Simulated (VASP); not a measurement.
Wanted: the native input for a VASP 6.6.1 run.

- Task: single point
- Functional: PBE
- Potentials or basis: VASP PAW PBE potentials, release 64 (K_sv, Br)
- Cutoff: 520 eV
- k mesh: 6 × 6 × 6
- Occupations: gaussian, width 0.05 eV
- Spin: no spin polarisation
- Dipole correction: no
- Further INCAR settings: ALGO = Normal; EDIFF = 1e-07; NBANDS = 15

The structure of KBr lies in POSCAR:

```
KBr
1.0
    0.0000000000      3.4159687500      3.4159687500
    3.2925000000      0.1234687500      3.2925000000
    3.2925000000      3.2925000000      0.1234687500
K Br
1 1
Direct
    0.0000000000      0.0000000000      0.0000000000
    0.5000000000      0.5000000000      0.5000000000
```

This cell differs from its parent crystal: strain +0.0750 x Voigt [0, 0, 0, 1, 0, 0].

One way to write it, as run:

INCAR

```
SYSTEM = KBr
PREC = Accurate
ENCUT = 520
EDIFF = 1E-7
ISMEAR = 0
SIGMA = 0.05
LREAL = .False.
LASPH = .True.
NELM = 100
ALGO = Normal
ISIF = 2
LWAVE = .False.
LCHARG = .False.
GGA = PE
NBANDS = 15
```

KPOINTS

```
regular mesh
0
Gamma
  6 6 6
  0 0 0
```

Potentials or basis: VASP PAW PBE potentials, release 64 (K_sv, Br).

Launch:

```sh
$ cat potpaw_PBE.64/K_sv/POTCAR potpaw_PBE.64/Br/POTCAR > POTCAR
$ mpirun -np 1 vasp_std > vasp.out
```

It gave:

| Quantity | Value |
| --- | --- |
| Pressure | 0.9 GPa |
| Band gap on the k mesh | 4.35 eV, direct |

Caveat: the cell differs from its parent crystal (strain +0.0750 x Voigt [0, 0, 0, 1, 0, 0]).

Wall time 35 s on 1 thread of AMD EPYC 9R45 96-Core Processor (Zen 5), with other jobs on the host, peak memory 0.2 GiB.
